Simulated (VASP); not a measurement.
Wanted: the native input for a VASP 6.6.1 run.

| Property | Result |
| --- | --- |
| Task | relaxation of cell and atoms |
| Functional | PBE |
| Potentials or basis | VASP PAW PBE potentials, release 64 (Hf_pv, Nb_sv, Te) |
| Cutoff | 600 eV |
| k mesh | 8 × 8 × 6 |
| Occupations | gaussian, width 0.1 eV |
| Spin | collinear spin |
| Starting moments | [0.0, 1.38, 0.0, 0.0, 0.0, 0.0] μB |
| Dipole correction | no |
| Further INCAR settings | ALGO = Normal; EDIFF = 1e-06; IBRION = 2; EDIFFG = -0.01; NSW = 100; ISIF = 3 |

The structure of HfNbTe4 lies in POSCAR:

```
HfNbTe4
1.0
    4.9538770553      0.0000000000      0.0000000000
    0.0000000000      4.9538770553      0.0000000000
    0.0000000000      0.0000000000      6.9733324882
Hf Nb Te
1 1 4
Direct
    0.0000000000      0.0000000000      0.5000000000
    0.5000000000      0.5000000000      0.0000000000
    0.0000000000      0.5000000000      0.2432698895
    0.5000000000      0.0000000000      0.2432698895
    0.0000000000      0.5000000000      0.7567301105
    0.5000000000      0.0000000000      0.7567301105
```

The cell was generated, and may not be a known phase.

The input as run:

INCAR

```
SYSTEM = HfNbTe4
PREC = Accurate
ENCUT = 600
EDIFF = 1E-6
ISMEAR = 0
SIGMA = 0.1
LREAL = .FALSE.
LASPH = .TRUE.
NELM = 150
ALGO = Normal
ISIF = 3
LWAVE = .FALSE.
LCHARG = .FALSE.
ISPIN = 2
MAGMOM = 0 1.38 0 0 0 0
LORBIT = 11
LMAXMIX = 4
GGA = PE
IBRION = 2
NSW = 100
EDIFFG = -0.01
KPAR = 4
```

KPOINTS

```
Automatic mesh
0
G
  8 8 6
  0 0 0
```

Potentials or basis: VASP PAW PBE potentials, release 64 (Hf_pv, Nb_sv, Te).

The run is started by

```console
$ cat potpaw_PBE.64/Hf_pv/POTCAR potpaw_PBE.64/Nb_sv/POTCAR potpaw_PBE.64/Te/POTCAR > POTCAR
$ mpirun -np 4 vasp_std > vasp.out
```

It gave:

* Relaxed volume: 28.57 Å³/atom
* Relaxed cell: a = 4.953 Å, b = 4.953 Å, c = 6.987 Å, α = 90.00°, β = 90.00°, γ = 90.00°
* Space group after relaxing (to 0.1 Å): P4/mmm (No. 123)
* Energy gained by relaxing: 0.5 meV/atom
* Ionic steps: 5
* Pressure after relaxing: 0.0 GPa
* Net moment: 1.90 μB per cell
* Site moments: Hf +0.10; Nb +1.29; Te -0.03 μB
* Valence electrons inside the program's atomic spheres: Hf 8.02; Nb 10.55; Te 3.40

It took 8.5 min on 4 MPI ranks on Intel(R) Xeon(R) Platinum 8488C (Sapphire Rapids), on a shared host, peak memory 0.79 GiB a rank.
